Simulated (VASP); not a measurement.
Runs of VASP 6.6.1 on NiO2. The structure is that of space group R-3m (No. 166), or close to it. The cells are those of the table. 

```tsv
cell	gap on the mesh (eV)	pressure (GPa)	moment (μB)	largest force (eV/Å)
a = 7.254 Å, angles 22.6°, 3 atoms	(a)	(b)	0.00	0.92
a = 7.063 Å, angles 22.6°, 3 atoms	1.30	(c)	0.00	0.13
a = 7.300 Å, angles 22.6°, 3 atoms	1.15	-9.4	0.00	1.13
a = 7.014 Å, angles 22.6°, 3 atoms	1.34	5.1	0.00	0.46
```

Alike in all rows: task single point; level PBEsol; potentials or basis VASP PAW PBE potentials, release 64 (Ni, O); spin collinear, ferromagnetic start; k mesh 11 × 11 × 11; cutoff (eV) 520; smearing fermi-dirac 0.05 eV.

Problem. Fill in the values left out.

Solution. (a) 1.17; (b) -7.6; (c) 1.9.

Caveats: the PAW data sets were made with another functional, which shifts forces and pressure a little; an odd mesh through Γ misses points on the zone boundary, where band edges can lie; the cell stands under tension (at least some runs); the cell stands under pressure (at least some runs).
